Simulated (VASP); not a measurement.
A run of VASP 6.6.1 is set up as follows.

File INCAR:

```
SYSTEM = SiW12
ALGO     = Normal         ! electronic algorithm
DIPOL    = 0.5 0.5 0.302
EDIFF    = 1E-7           ! SCF threshold, eV
ENCUT    = 520            ! plane-wave cutoff, eV
GGA      = PE             ! functional
IDIPOL   = 3            
ISIF     = 2              ! what is computed and relaxed
ISMEAR   = 0              ! smearing method
IVDW     = 12             ! dispersion correction
LASPH    = .True.         ! aspherical terms in the spheres
LCHARG   = .False.        ! write CHGCAR
LDIPOL   = .True.       
LREAL    = .False.        ! projectors in reciprocal space
LWAVE    = .False.        ! write WAVECAR
NBANDS   = 98             ! bands
NELM     = 80             ! most SCF steps
PREC     = Accurate       ! precision mode
SIGMA    = 0.1            ! smearing width, eV
```

File KPOINTS:

```
k-points
0
Gamma
  5 5 1
  0 0 0
```

The input POSCAR:

```
SiW12
1.0
    5.6644156868      0.0000000000      0.0000000000
    0.0000000000      5.6644156868      0.0000000000
    0.0000000000      0.0000000000     21.1500668291
W Si
12 1
Direct
    0.2500000000      0.2500000000      0.1891246979
    0.2500000000      0.7500000000      0.1891246979
    0.7500000000      0.2500000000      0.1891246979
    0.7500000000      0.7500000000      0.1891246979
    0.0000000000      0.0000000000      0.2848852803
    0.0000000000      0.5000000000      0.2848852803
    0.5000000000      0.0000000000      0.2848852803
    0.5000000000      0.5000000000      0.2848852803
    0.2500000000      0.2500000000      0.3806166143
    0.2500000000      0.7500000000      0.3806166143
    0.7500000000      0.2500000000      0.3806166143
    0.7500000000      0.7500000000      0.3806166143
    0.2500000000      0.3333333333      0.5130039029
```

Potentials or basis: VASP PAW PBE potentials, release 64 (W_sv, Si).

Command:

```bash
$ cat potpaw_PBE.64/W_sv/POTCAR potpaw_PBE.64/Si/POTCAR > POTCAR
$ mpirun -np 1 vasp_std > vasp.out
```

(1) Predict the dispersion energy per atom.

(2) Estimate the band gap on the k mesh.

Results:

(1) -0.397 eV.

(2) zero (band 86 reaches 0.41 eV, above the bottom of band 87 at 0.10 eV).

Caveat: spin-orbit coupling is left out, which moves the levels of the heavy elements.
